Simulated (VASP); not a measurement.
# Ge5H2 in VASP: notebook, part 2 of 2

VASP 6.6.1. The steps go on from the part before.

## Step 4: Single point, PBE

The input, INCAR:

```
PREC = Accurate
ENCUT = 410
EDIFF = 1E-6
ISMEAR = 0
SIGMA = 0.05
LREAL = False
LASPH = True
NELM = 120
ALGO = Normal
ISIF = 2
LWAVE = False
LCHARG = False
LDIPOL = True
IDIPOL = 3
DIPOL = 0.5 0.5 0.342
GGA = PE
NBANDS = 164
GGA_COMPAT = False
NELMDL = -8
```

The input, KPOINTS:

```
Automatic mesh
0
Gamma
  3 3 1
```

The input, POSCAR:

```
Ge5H2
1.0
    8.1473826809      0.0000000000      0.0000000000
    0.0000000000      8.1473826809      0.0000000000
    0.0000000000      0.0000000000     19.5175094652
Ge H
20 8
Direct
    0.5000000000      0.5000000000      0.2513865784
    0.5000000000      0.0000000000      0.2513865784
    0.0000000000      0.5000000000      0.2513865784
    0.0000000000      0.0000000000      0.2513865784
    0.7500000000      0.5000000000      0.3251801834
    0.7500000000      0.0000000000      0.3251801834
    0.2500000000      0.5000000000      0.3251801834
    0.2500000000      0.0000000000      0.3251801834
    0.7444586065      0.7488474989      0.4020069718
    0.7444586065      0.2511525011      0.4020069718
    0.2613965190      0.7482765667      0.3960467386
    0.2613965190      0.2517234333      0.3960467386
    0.0058239892      0.7458877415      0.4750215904
    0.0058239892      0.2541122585      0.4750215904
    0.4931970007      0.7494607123      0.4793918255
    0.4931970007      0.2505392877      0.4793918255
    0.1492185895      0.0000000000      0.5100307632
    0.1514210191      0.5000000000      0.5216613455
    0.4380354804      0.0000000000      0.5549927591
    0.4502937574      0.5000000000      0.5583892270
    0.5083944213      0.6502083350      0.2033868863
    0.5083944213      0.3497916650      0.2033868863
    0.5083944213      0.1502083350      0.2033868863
    0.5083944213     -0.1502083350      0.2033868863
   -0.0083944213      0.3497916650      0.2033868863
   -0.0083944213      0.6502083350      0.2033868863
   -0.0083944213     -0.1502083350      0.2033868863
   -0.0083944213      0.1502083350      0.2033868863
```

Potentials or basis: VASP PAW PBE potentials, release 64 (Ge_d, H).

Started as:

```bash
$ cat potpaw_PBE.64/Ge_d/POTCAR potpaw_PBE.64/H/POTCAR > POTCAR
$ mpirun -np 1 vasp_std > vasp.out
```

OUTCAR:

```text
PREC = Accurate
   ENCUT = 410
   EDIFF = 1E-6
   ISMEAR = 0
   LREAL = False
   LASPH = True
   NELM = 120
   ISIF = 2
   GGA = PE
   NELMDL = -8

 ion  position               nearest neighbor table
   1  0.500  0.500  0.251-  21 1.54  22 1.54   5 2.49   7 2.49
   2  0.500  0.000  0.251-  23 1.54  24 1.54   6 2.49   8 2.49
   3  0.000  0.500  0.251-  25 1.54  26 1.54   5 2.49   7 2.49
   4  0.000  0.000  0.251-  27 1.54  28 1.54   6 2.49   8 2.49
   5  0.750  0.500  0.325-   1 2.49   3 2.49   9 2.52  10 2.52
   6  0.750  0.000  0.325-   2 2.49   4 2.49   9 2.54  10 2.54
[... 8 lines left out ...]
  15  0.493  0.749  0.479-  11 2.49   9 2.54  19 2.56  20 2.57
  16  0.493  0.251  0.479-  12 2.49  10 2.54  19 2.56  20 2.57
  17  0.149  0.000  0.510-  13 2.47  14 2.47  19 2.51
  18  0.151  0.500  0.522-  13 2.50  14 2.50  20 2.54
  19  0.438  0.000  0.555-  17 2.51  16 2.56  15 2.56
  20  0.450  0.500  0.558-  18 2.54  16 2.57  15 2.57
  21  0.508  0.650  0.203-   1 1.54
  22  0.508  0.350  0.203-   1 1.54
  23  0.508  0.150  0.203-   2 1.54
  24  0.508  0.850  0.203-   2 1.54
  25  0.992  0.350  0.203-   3 1.54
  26  0.992  0.650  0.203-   3 1.54
  27  0.992  0.850  0.203-   4 1.54
  28  0.992  0.150  0.203-   4 1.54

  LATTYP: Found a simple tetragonal cell.
 ALAT       =     8.1473826809
 C/A-ratio  =     2.3955557545

  Lattice vectors:

 A1 = (   8.1473826809,   0.0000000000,   0.0000000000)
 A2 = (   0.0000000000,   8.1473826809,   0.0000000000)
 A3 = (   0.0000000000,   0.0000000000,  19.5175094652)

Analysis of symmetry for initial positions (statically):
=====================================================================
 Subroutine PRICEL returns:
 Original cell was already a primitive cell.

 Routine SETGRP: Setting up the symmetry group for a
 simple tetragonal supercell.

 Subroutine GETGRP returns: Found  2 space group operations
 (whereof  2 operations were pure point group operations)
 out of a pool of 16 trial point group operations.

The static configuration has the point symmetry C_1h.

Analysis of symmetry for dynamics (positions and initial velocities):
=====================================================================
 Subroutine PRICEL returns:
 Original cell was already a primitive cell.

 Routine SETGRP: Setting up the symmetry group for a
 simple tetragonal supercell.

 Subroutine GETGRP returns: Found  2 space group operations
 (whereof  2 operations were pure point group operations)
 out of a pool of 16 trial point group operations.

The dynamic configuration has the point symmetry C_1h.

 Subroutine INISYM returns: Found  2 space group operations
 (whereof  2 operations are pure point group operations),
 and found     1 'primitive' translations

----------------------------------------------------------------------------------------

                                     Primitive cell

  volume of cell :    1295.5692

  direct lattice vectors                    reciprocal lattice vectors
     8.147382681  0.000000000  0.000000000     0.122738803  0.000000000  0.000000000
     0.000000000  8.147382681  0.000000000     0.000000000  0.122738803  0.000000000
     0.000000000  0.000000000 19.517509465     0.000000000  0.000000000  0.051236045

  length of vectors
     8.147382681  8.147382681 19.517509465     0.122738803  0.122738803  0.051236045

  position of ions in fractional coordinates (direct lattice)
     0.500000000  0.500000000  0.251386578
     0.500000000  0.000000000  0.251386578
     0.000000000  0.500000000  0.251386578
[... 97 lines left out ...]
 SYSTEM =  unknown system
   PREC   = accura    normal or accurate (medium, high low for compatibility)
   ISTART =      0    job   : 0-new  1-cont  2-samecut
   ICHARG =      2    charge: 1-file 2-atom 10-const
   ISPIN  =      1    spin polarized calculation?
   LNONCOLLINEAR =      F non collinear calculations
   LSORBIT =      F    spin-orbit coupling
   LASPH  =      T    aspherical Exc in radial PAW
   ENCUT  =  410.0 eV  30.13 Ry    5.49 a.u.  13.45 13.45 32.22*2*pi/ulx,y,z
   NELM   =    120;   NELMIN=  2; NELMDL= -8     # of ELM steps
   EDIFF  = 0.1E-05   stopping-criterion for ELM
   LREAL  =      F    real-space projection
   EDIFFG = 0.1E-04   stopping-criterion for IOM
   NSW    =      0    number of steps for IOM
   IBRION =     -1    ionic relax: 0-MD 1-quasi-New 2-CG
   NFREE  =      0    steps in history (QN), initial steepest desc. (CG)
   ISIF   =      2    stress and relaxation
   ISYM   =      2    0-nonsym 1-usesym 2-fastsym
   POTIM  = 0.5000    time-step for ionic-motion
   TEBEG  =    0.0;   TEEND  =   0.0 temperature during run
   PSTRESS=    0.0 pullay stress
   NELECT =     288.0000    total number of electrons
   NUPDOWN=      -1.0000    fix difference up-down
   EMIN   =  10.00;   EMAX   =-10.00  energy-range for DOS
   EFERMI =   0.00;   METHOD = LEGACY
   ISMEAR =     0;   SIGMA  =   0.05  broadening in eV -4-tet -1-fermi 0-gaus
   EFERMI_NEDOS =   21; number of points for ismear=-14 and -15
   IALGO  =     38    algorithm
   IMIX   =      4    mixing-type and parameters
     AMIX     =   0.40;   BMIX     =  1.00
     AMIX_MAG =   1.60;   BMIX_MAG =  1.00
  volume/ion in A,a.u.               =      46.27       312.25
  Fermi-wavevector in a.u.,A,eV,Ry     =   0.991712  1.874063 13.381223  0.983492
  Thomas-Fermi vector in A             =   2.123472
   LORBIT       =      0    0 simple, 1 ext, 2 COOP (PROOUT), +10 PAW based schemes
   GGA     = PE    functional components
   LHFCALC =     F    Hartree Fock is set to
   AEXX    =    0.0000 exact exchange contribution
   IVDW    =     0    specifies the selected vdW correction
   LEPSILON=     F    determine dielectric tensor
   LRPA    =     F    only Hartree local field effects (RPA)
 non-spin polarized calculation
 Gauss-broadening in eV      SIGMA  =   0.05
  energy-cutoff  :      410.00
  volume of cell :     1295.57
 maximum number of plane-waves:     24481
 NGX is ok and might be reduce to    54
   NGX = 27   NGY = 27   NGZ = 65

 dipolmoment           0.000000      0.000000     -0.010150 electrons x Angstroem

 number of electron     288.0000277 magnetization

 dipolmoment           0.000000      0.000000      0.025157 electrons x Angstroem

 Free energy of the ion-electron system (eV)
  ---------------------------------------------------
  ext. energy  EPLUGINS =         0.00000000
  ---------------------------------------------------
  free energy    TOTEN  =      -111.22777446 eV

  energy without entropy =     -111.22777446  energy(sigma->0) =     -111.22777446

 E-fermi :  -1.1548     XC(G=0):  -4.5166

 val. band max:       -1.3781590041   @ k =   0.3333   0.0000   0.0000
 cond. band min:      -0.9240185104   @ k =   0.0000   0.0000   0.0000
 fundamental gap:      0.4541404937
 Fermi energy:        -1.1548219665

 k-point     1 :       0.0000    0.0000    0.0000
  band No.  band energies     occupation
      1     -26.1759      2.00000
      2     -26.1377      2.00000
      3     -26.1022      2.00000
      4     -26.0801      2.00000
      5     -26.0363      2.00000
      6     -26.0318      2.00000
[... 625 lines left out ...]
    155       1.7032      0.00000
    156       1.7874      0.00000
 [bands above 156 left out]

------------------------ aborting loop because EDIFF is reached ----------------------------------------

 vacuum level on the upper side and lower side of the slab       (xc-potential included)        -0.206        -0.205

  FORCE on cell =-STRESS in cart. coord.  units (eV):
  Direction    XX          YY          ZZ          XY          YZ          ZX
  --------------------------------------------------------------------------------------
  -------------------------------------------------------------------------------------
  Total       -7.0080670      7.1064359     -4.2436483      0.0000000      0.0000000      0.0071645
  in kB       -8.6665890      8.7882377     -5.2479458      0.0000000      0.0000000      0.0088600
  external PRESSURE =      -1.7087657 kB  Pullay stress =       0.0000000 kB

 VOLUME and BASIS-vectors are now :
 -----------------------------------------------------------------------------
  energy-cutoff  :      410.00
  volume of cell :     1295.57
      direct lattice vectors                 reciprocal lattice vectors
     8.147382681  0.000000000  0.000000000     0.122738803  0.000000000  0.000000000
     0.000000000  8.147382681  0.000000000     0.000000000  0.122738803  0.000000000
     0.000000000  0.000000000 19.517509465     0.000000000  0.000000000  0.051236045

 POSITION                                       TOTAL-FORCE (eV/Angst)
 -----------------------------------------------------------------------------------
      4.07369      4.07369      4.90644         0.012591      0.000000      0.211782
      4.07369      0.00000      4.90644         0.015303      0.000000      0.214011
      0.00000      4.07369      4.90644        -0.060223      0.000000      0.220350
      0.00000      0.00000      4.90644        -0.090780      0.000000      0.223894
      6.11054      4.07369      6.34671         0.061922      0.000000      0.187092
      6.11054      0.00000      6.34671         0.115865      0.000000      0.296091
[... 20 lines left out ...]
      8.07899      6.92358      3.96961         0.046723      0.036994      0.035433
      8.07899      1.22380      3.96961         0.046723     -0.036994      0.035433
 -----------------------------------------------------------------------------------
    total drift:                               -0.008437      0.000000     -0.012754

  FREE ENERGIE OF THE ION-ELECTRON SYSTEM (eV)
  ---------------------------------------------------
  free  energy   TOTEN  =      -111.2277744639 eV

  energy  without entropy=     -111.2277744639  energy(sigma->0) =     -111.22777446

 vacuum level on the upper side and lower side of the slab         3.143         3.144
```

Wall time 39 min (1 thread of Intel Xeon Platinum 8488C (Sapphire Rapids), shared host); peak memory 1 GiB.

Results:

| Item | Value |
| --- | --- |
| Free energy | -111.2278 eV |
| Largest force | 0.765 eV/Å |
| Band gap on the k mesh | 0.45 eV |

Forces on the atoms (eV/Å):
```
Ge   0.013  0.000  0.212
Ge   0.015  0.000  0.214
Ge  -0.060  0.000  0.220
Ge  -0.091  0.000  0.224
Ge   0.062  0.000  0.187
Ge   0.116  0.000  0.296
Ge  -0.062  0.000 -0.762
Ge  -0.048  0.000 -0.553
Ge  -0.010  0.002  0.008
Ge  -0.010 -0.002  0.008
Ge   0.018 -0.001  0.000
Ge   0.018  0.001  0.000
Ge  -0.008  0.002  0.000
Ge  -0.008 -0.002  0.000
Ge  -0.014 -0.026 -0.033
Ge  -0.014  0.026 -0.033
Ge  -0.012  0.000  0.135
Ge   0.013  0.000 -0.387
Ge   0.007  0.000  0.032
Ge   0.010  0.000  0.017
H   -0.024 -0.047  0.018
H   -0.024  0.047  0.018
H   -0.025 -0.040  0.027
H   -0.025  0.040  0.027
H    0.036  0.043  0.027
H    0.036 -0.043  0.027
H    0.047  0.037  0.035
H    0.047 -0.037  0.035
```

## Step 5: Overview

| cell | gap on the mesh (eV) | largest force (eV/Å) |
| --- | --- | --- |
| as given, atomic positions A | 0.57 | 0.76 |
| as given, atomic positions B | 0.02 | 0.92 |
| as given, atomic positions C | 0.45 | 0.76 |

Alike in all rows: task single point; level PBE; potentials or basis VASP PAW PBE potentials, release 64 (Ge_d, H); no spin polarisation; k mesh 3 × 3 × 1; cutoff (eV) 410; smearing gaussian 0.05 eV.

Caveats: the smearing spreads over this small gap (at least some runs).

Absolute energies hang on the potentials; compare differences alone.

The gap in the log of VASP goes by the Fermi energy; the results here count the filled bands.